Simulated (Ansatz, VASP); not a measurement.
# Hg: VASP beside Ansatz

```
CELL_PARAMETERS angstrom
1.87786 1.08418 2.15473
-1.87786 1.08418 2.15473
0.00000 -2.16837 2.15473
ATOMIC_POSITIONS crystal
Hg 0.00000 0.00000 0.00000
```

Alike in both runs: task single point; functional r2SCAN; k mesh 2 × 2 × 2; occupations fermi-dirac, width 0.1 eV; no spin polarisation.

|  | VASP | Ansatz |
| --- | --- | --- |
| version | VASP 6.6.1 | Ansatz 0.2.0 |
| potentials or method | VASP PAW PBE potentials, release 64 (Hg), cutoff 520 eV | plane waves (500 eV) with PAW, scalar-relativistic |
| valence electrons in the cell | 12 | 20 |

VASP gave:

* pressure (GPa): 7.2
* traceless stress, the component that is largest in VASP (GPa): -3.65

Task: Estimate Ansatz's values.

Result: Pressure (GPa): 6.5; traceless stress, the component that is largest in VASP (GPa): -3.67.

VASP's potentials were made for PBE, not for r2SCAN. VASP's potentials hold 12 valence electrons a cell and Ansatz's 20, so a difference there can come from the potentials and not from the codes.

The k mesh is coarse, so the values compare programs but aren't converged. Spin-orbit coupling is off throughout.
